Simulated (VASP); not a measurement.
# SiO2 (P4_2/mnm) in VASP: a series of runs

The runs below take SiO2 through single point, with LDA.

Everything below comes from runs of VASP 6.6.1. Logs are shortened: lines on timing, memory, paths and dates and some standing lists are left out, and cuts for length are marked.

## 1. The cell of the first run

Symmetry: P4_2/mnm, No. 136, tetragonal system. The conventional cell has a = 4.230 Å, b = 4.230 Å, c = 2.342 Å, α = 90.00°, β = 90.00°, γ = 90.00°. Within 2.2 Å of Si (site symmetry mmm) lie 6 O at 1.65 to 1.83 Å. O (site symmetry m2m) has 3 Si at 1.65 to 1.83 Å within 2.2 Å.

## 2. Single point, LDA

INCAR reads:

```
  PREC = Accurate
  ENCUT = 910
  EDIFF = 1E-6
  ISMEAR = 0
  SIGMA = 0.05
  LREAL = F
  LASPH = T
  NELM = 120
  ALGO = Normal
  ISIF = 2
  LWAVE = F
  LCHARG = F
  GGA = CA
  NBANDS = 25
  GGA_COMPAT = F
```

KPOINTS reads:

```
Automatic mesh
0
Gamma
  6 6 8
```

POSCAR reads:

```
SiO2
1.0
    4.2299000000      0.0000000000      0.0000000000
    0.0000000000      4.2299000000      0.0000000000
    0.0000000000      0.0000000000      2.3420000000
Si O
2 4
Direct
    0.5000000000      0.5000000000      0.5000000000
    0.0000000000      0.0000000000      0.0000000000
    0.6944252994      0.6944252994      0.0000000000
    0.1944252994      0.8055747006      0.5000000000
    0.3055747006      0.3055747006      0.0000000000
    0.8055747006      0.1944252994      0.5000000000
```

Potentials or basis: VASP PAW LDA potentials, release 64 (Si, O_h).

Started as:

```console
cat potpaw_LDA.64/Si/POTCAR potpaw_LDA.64/O_h/POTCAR > POTCAR
mpirun -np 1 vasp_std > vasp.out
```

OUTCAR:

```text
PREC = Accurate
   ENCUT = 910
   EDIFF = 1E-6
   ISMEAR = 0
   LREAL = F
   LASPH = T
   NELM = 120
   ISIF = 2
   GGA = CA

 ion  position               nearest neighbor table
   1  0.500  0.500  0.500-   3 1.65   5 1.65   3 1.65   5 1.65   4 1.83   6 1.83
   2  0.000  0.000  0.000-   4 1.65   6 1.65   4 1.65   6 1.65   5 1.83   3 1.83
   3  0.694  0.694  0.000-   1 1.65   1 1.65   2 1.83
   4  0.194  0.806  0.500-   2 1.65   2 1.65   1 1.83
   5  0.306  0.306  0.000-   1 1.65   1 1.65   2 1.83
   6  0.806  0.194  0.500-   2 1.65   2 1.65   1 1.83

  LATTYP: Found a simple tetragonal cell.
 ALAT       =     4.2299000000
 C/A-ratio  =     0.5536773919

  Lattice vectors:

 A1 = (   4.2299000000,   0.0000000000,   0.0000000000)
 A2 = (   0.0000000000,   4.2299000000,   0.0000000000)
 A3 = (   0.0000000000,   0.0000000000,   2.3420000000)

Analysis of symmetry for initial positions (statically):
=====================================================================
 Subroutine PRICEL returns:
 Original cell was already a primitive cell.

 Routine SETGRP: Setting up the symmetry group for a
 simple tetragonal supercell.

 Subroutine GETGRP returns: Found 16 space group operations
 (whereof  8 operations were pure point group operations)
 out of a pool of 16 trial point group operations.

The static configuration has the point symmetry D_2h.
 The point group associated with its full space group is D_4h.

Analysis of symmetry for dynamics (positions and initial velocities):
=====================================================================
 Subroutine PRICEL returns:
 Original cell was already a primitive cell.

 Routine SETGRP: Setting up the symmetry group for a
 simple tetragonal supercell.

 Subroutine GETGRP returns: Found 16 space group operations
 (whereof  8 operations were pure point group operations)
 out of a pool of 16 trial point group operations.

The dynamic configuration has the point symmetry D_2h.
 The point group associated with its full space group is D_4h.

 Subroutine INISYM returns: Found 16 space group operations
 (whereof  8 operations are pure point group operations),
 and found     1 'primitive' translations

----------------------------------------------------------------------------------------

                                     Primitive cell

  volume of cell :      41.9032

  direct lattice vectors                    reciprocal lattice vectors
     4.229900000  0.000000000  0.000000000     0.236412208  0.000000000  0.000000000
     0.000000000  4.229900000  0.000000000     0.000000000  0.236412208  0.000000000
     0.000000000  0.000000000  2.342000000     0.000000000  0.000000000  0.426985482

  length of vectors
     4.229900000  4.229900000  2.342000000     0.236412208  0.236412208  0.426985482

  position of ions in fractional coordinates (direct lattice)
     0.500000000  0.500000000  0.500000000
     0.000000000  0.000000000  0.000000000
     0.694425299  0.694425299  0.000000000
     0.194425299  0.805574701  0.500000000
     0.305574701  0.305574701  0.000000000
     0.805574701  0.194425299  0.500000000

  ion indices of the primitive-cell ions
   primitive index   ion index
                 1           1
                 2           2
                 3           3
                 4           4
                 5           5
                 6           6

----------------------------------------------------------------------------------------

 KPOINTS: Automatic mesh

Automatic generation of k-mesh.
 Grid dimensions read from file:
 generate k-points for:    6    6    8

 Generating k-lattice:

  Cartesian coordinates                     Fractional coordinates (reciprocal lattice)
     0.039402035  0.000000000  0.000000000     0.166666667  0.000000000  0.000000000
     0.000000000  0.039402035  0.000000000     0.000000000  0.166666667  0.000000000
     0.000000000  0.000000000  0.053373185     0.000000000  0.000000000  0.125000000

  Length of vectors
     0.039402035  0.039402035  0.053373185

  Shift w.r.t. Gamma in fractional coordinates (k-lattice)
     0.000000000  0.000000000  0.000000000

 Subroutine IBZKPT returns following result:
 ===========================================

 Found     50 irreducible k-points:

 Following reciprocal coordinates:
            Coordinates               Weight
  0.000000  0.000000  0.000000      1.000000
  0.166667  0.000000  0.000000      4.000000
  0.333333  0.000000  0.000000      4.000000
  0.500000  0.000000  0.000000      2.000000
  0.166667  0.166667  0.000000      4.000000
  0.333333  0.166667  0.000000      8.000000
[... 16 lines left out ...]
  0.333333  0.000000  0.250000      8.000000
  0.500000  0.000000  0.250000      4.000000
 [... further k-points ...]
   k-points           NKPTS =     50   k-points in BZ     NKDIM =     50   number of bands    NBANDS=     25
   number of dos      NEDOS =    301   number of ions     NIONS =      6
   total plane-waves  NPLWV =  42336
   dimension x,y,z NGX =    42 NGY =   42 NGZ =   24
   dimension x,y,z NGXF=    84 NGYF=   84 NGZF=   48
   ions per type =               2   4
   NGX,Y,Z   is equivalent  to a cutoff of  16.51, 16.51, 17.04 a.u.
   NGXF,Y,Z  is equivalent  to a cutoff of  33.01, 33.01, 34.07 a.u.
 SYSTEM =  unknown system
   PREC   = accura    normal or accurate (medium, high low for compatibility)
   ISTART =      0    job   : 0-new  1-cont  2-samecut
   ICHARG =      2    charge: 1-file 2-atom 10-const
   ISPIN  =      1    spin polarized calculation?
   LNONCOLLINEAR =      F non collinear calculations
   LSORBIT =      F    spin-orbit coupling
   LASPH  =      T    aspherical Exc in radial PAW
   ENCUT  =  910.0 eV  66.88 Ry    8.18 a.u.  10.40 10.40  5.76*2*pi/ulx,y,z
   NELM   =    120;   NELMIN=  2; NELMDL= -5     # of ELM steps
   EDIFF  = 0.1E-05   stopping-criterion for ELM
   LREAL  =      F    real-space projection
   EDIFFG = 0.1E-04   stopping-criterion for IOM
   NSW    =      0    number of steps for IOM
   IBRION =     -1    ionic relax: 0-MD 1-quasi-New 2-CG
   NFREE  =      0    steps in history (QN), initial steepest desc. (CG)
   ISIF   =      2    stress and relaxation
   ISYM   =      2    0-nonsym 1-usesym 2-fastsym
   POTIM  = 0.5000    time-step for ionic-motion
   TEBEG  =    0.0;   TEEND  =   0.0 temperature during run
   PSTRESS=    0.0 pullay stress
   NELECT =      32.0000    total number of electrons
   NUPDOWN=      -1.0000    fix difference up-down
   EMIN   =  10.00;   EMAX   =-10.00  energy-range for DOS
   EFERMI =   0.00;   METHOD = LEGACY
   ISMEAR =     0;   SIGMA  =   0.05  broadening in eV -4-tet -1-fermi 0-gaus
   EFERMI_NEDOS =   21; number of points for ismear=-14 and -15
   IALGO  =     38    algorithm
   IMIX   =      4    mixing-type and parameters
     AMIX     =   0.40;   BMIX     =  1.00
     AMIX_MAG =   1.60;   BMIX_MAG =  1.00
  volume/ion in A,a.u.               =       6.98        47.13
  Fermi-wavevector in a.u.,A,eV,Ry     =   1.496382  2.827752 30.465607  2.239159
  Thomas-Fermi vector in A             =   2.608406
   LORBIT       =      0    0 simple, 1 ext, 2 COOP (PROOUT), +10 PAW based schemes
   GGA     = CA    functional components
   LHFCALC =     F    Hartree Fock is set to
   AEXX    =    0.0000 exact exchange contribution
   IVDW    =     0    specifies the selected vdW correction
   LEPSILON=     F    determine dielectric tensor
   LRPA    =     F    only Hartree local field effects (RPA)
 non-spin polarized calculation
 Gauss-broadening in eV      SIGMA  =   0.05
  energy-cutoff  :      910.00
  volume of cell :       41.90
 maximum number of plane-waves:      2644
 NGX is ok and might be reduce to    42
   NGX = 21   NGY = 21   NGZ = 11

 number of electron      32.0000006 magnetization

 Free energy of the ion-electron system (eV)
  ---------------------------------------------------
  ext. energy  EPLUGINS =         0.00000000
  ---------------------------------------------------
  free energy    TOTEN  =       -50.12699016 eV

  energy without entropy =      -50.12699016  energy(sigma->0) =      -50.12699016

 E-fermi :  10.2119     XC(G=0): -13.2396

 val. band max:        9.9209562235   @ k =   0.0000   0.0000   0.0000
 cond. band min:      17.3782290468   @ k =   0.0000   0.0000   0.0000
 fundamental gap:      7.4572728233
 Fermi energy:        10.2119134345

 k-point     1 :       0.0000    0.0000    0.0000
  band No.  band energies     occupation
      1     -13.5283      2.00000
      2      -9.6486      2.00000
      3      -9.6235      2.00000
      4      -9.6235      2.00000
      5      -1.4725      2.00000
      6       2.2758      2.00000
[... 17 lines left out ...]
     24      25.7107      0.00000
     25      25.9277      0.00000

 k-point     2 :       0.1667    0.0000    0.0000
  band No.  band energies     occupation
      1     -13.3827      2.00000
      2     -10.4798      2.00000
      3      -9.5442      2.00000
      4      -9.0838      2.00000
      5      -1.3985      2.00000
      6       1.5952      2.00000
[... 17 lines left out ...]
     24      25.8278      0.00000
     25      25.9097      0.00000

 k-point     3 :       0.3333    0.0000    0.0000
  band No.  band energies     occupation
      1     -12.9555      2.00000
      2     -11.4172      2.00000
      3      -9.3322      2.00000
      4      -8.9268      2.00000
      5      -1.0848      2.00000
      6       0.5082      2.00000
[... 17 lines left out ...]
     24      25.2914      0.00000
     25      26.3271      0.00000

 k-point     4 :       0.5000    0.0000    0.0000
  band No.  band energies     occupation
      1     -12.2791      2.00000
      2     -12.2791      2.00000
      3      -9.0739      2.00000
      4      -9.0739      2.00000
      5      -0.4364      2.00000
      6      -0.4364      2.00000
[... 17 lines left out ...]
     24      24.7824      0.00000
     25      26.1132      0.00000
[... 477 lines left out ...]
 k-point    22 :       0.1667    0.0000    0.2500
  band No.  band energies     occupation
      1     -12.2596      2.00000
      2      -9.7129      2.00000
      3      -8.8391      2.00000
      4      -8.5775      2.00000
      5      -0.5984      2.00000
      6       2.2641      2.00000
[... 17 lines left out ...]
     24      24.9202      0.00000
     25      25.3258      0.00000

 k-point    23 :       0.3333    0.0000    0.2500
  band No.  band energies     occupation
      1     -11.8690      2.00000
      2     -10.5015      2.00000
      3      -8.6899      2.00000
      4      -8.4429      2.00000
      5      -0.1147      2.00000
      6       1.3217      2.00000
[... 17 lines left out ...]
     24      24.9642      0.00000
     25      25.4227      0.00000

 k-point    24 :       0.5000    0.0000    0.2500
  band No.  band energies     occupation
      1     -11.2592      2.00000
      2     -11.2592      2.00000
      3      -8.5205      2.00000
      4      -8.5205      2.00000
      5       0.5280      2.00000
      6       0.5280      2.00000
[... 17 lines left out ...]
     24      25.0533      0.00000
     25      25.8171      0.00000

 [... further k-points ...]
[... 5 lines left out ...]
  --------------------------------------------------------------------------------------
  -------------------------------------------------------------------------------------
  Total        3.9273979      3.9273979     32.9768347      0.0000000      0.0000000      0.0000000
  in kB      150.1648885    150.1648885   1260.8762341      0.0000000      0.0000000      0.0000000
  external PRESSURE =     520.4020037 kB  Pullay stress =       0.0000000 kB

 VOLUME and BASIS-vectors are now :
 -----------------------------------------------------------------------------
  energy-cutoff  :      910.00
  volume of cell :       41.90
      direct lattice vectors                 reciprocal lattice vectors
     4.229900000  0.000000000  0.000000000     0.236412208  0.000000000  0.000000000
     0.000000000  4.229900000  0.000000000     0.000000000  0.236412208  0.000000000
     0.000000000  0.000000000  2.342000000     0.000000000  0.000000000  0.426985482

 POSITION                                       TOTAL-FORCE (eV/Angst)
 -----------------------------------------------------------------------------------
      2.11495      2.11495      1.17100         0.000000      0.000000      0.000000
      0.00000      0.00000      0.00000         0.000000      0.000000      0.000000
      2.93735      2.93735      0.00000         0.264078      0.264078      0.000000
      0.82240      3.40750      1.17100         0.264078     -0.264078      0.000000
      1.29255      1.29255      0.00000        -0.264078     -0.264078     -0.000000
      3.40750      0.82240      1.17100        -0.264078      0.264078      0.000000
 -----------------------------------------------------------------------------------
    total drift:                                0.000000     -0.000000      0.000000

  FREE ENERGIE OF THE ION-ELECTRON SYSTEM (eV)
  ---------------------------------------------------
  free  energy   TOTEN  =       -50.1269901592 eV

  energy  without entropy=      -50.1269901592  energy(sigma->0) =      -50.12699016
```

Wall time 46 s (1 thread of Intel Xeon 6975P-C (Granite Rapids), shared host); peak memory 0.21 GiB.

Results:

```
Free energy            : -50.1270 eV
Pressure               : 52.0 GPa
Largest force          : 0.373 eV/Å
Band gap on the k mesh : 7.46 eV, direct
```

Forces on the atoms (eV/Å):
```
Si   0.000  0.000  0.000
Si   0.000  0.000  0.000
O    0.264  0.264  0.000
O    0.264 -0.264  0.000
O   -0.264 -0.264  0.000
O   -0.264  0.264  0.000
```

Stress tensor (GPa, compression positive):
```
 15.02   0.00   0.00
  0.00  15.02   0.00
  0.00   0.00 126.09
```

Caveat: the cutoff is under 1.25 times the usual one of these potentials, so pressure, stress and relaxed cells hold a basis-set (Pulay) error.

(Continued in part 2 of 3.)
